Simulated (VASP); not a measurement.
Crystal: Bi.

```
CELL_PARAMETERS angstrom
5.96692 0.00000 0.00000
-2.98346 5.16750 0.00000
0.00000 0.00000 3.98334
ATOMIC_POSITIONS crystal
Bi 0.33333 0.66667 0.55800
Bi 0.66667 0.33333 0.44200
```

The cell was built from a structure type or drawn by symmetry, and may not be a known phase.

- Program: VASP 6.6.1
- Task: relaxation of cell and atoms
- Functional: PBE
- Potentials or basis: VASP PAW PBE potentials, release 64 (Bi_d)
- Cutoff: 600 eV
- k mesh: 3 × 3 × 4
- Occupations: gaussian, width 0.1 eV
- Spin: no spin polarisation

At the start: pressure -5.4 GPa; volume 61.41 Å³/atom.

Q: Where does the relaxation end?

A: Over 6 steps the energy falls by 428.9 meV/atom and the volume is 43.07 Å³/atom (-29.9 %); space group P-3m1 (No. 164, to 0.1 Å) before and after.

Step by step:
```tsv
step	energy change (eV)	largest force (eV/Å)	pressure (GPa)	volume (Å³)
1	0.0000	0.2164	-5.40	122.82
2	-0.8201	0.0695	-0.87	89.56
3	-0.8241	0.1009	-0.19	87.79
4	-0.8573	0.0371	0.16	85.64
5	-0.8577	0.0416	0.09	85.83
6	-0.8579	0.0318	-0.04	86.14
```

Final structure:
```cif
data_structure
_symmetry_space_group_name_H-M 'P 1'
_symmetry_Int_Tables_number 1
_cell_length_a 5.3326
_cell_length_b 5.3326
_cell_length_c 3.4978
_cell_angle_alpha 90.000
_cell_angle_beta 90.000
_cell_angle_gamma 120.000
_cell_volume 86.14
loop_
_atom_site_label
_atom_site_type_symbol
_atom_site_fract_x
_atom_site_fract_y
_atom_site_fract_z
_atom_site_occupancy
Bi1 Bi 0.33333 0.66667 0.55687 1
Bi2 Bi 0.66667 0.33333 0.44313 1
```

Caveat: the k points lie up to 0.45 Å⁻¹ apart in the final cell, too coarse for converged energies and pressures of a metal; the volume moved by over 15 % at a fixed basis, so the end points are rough.
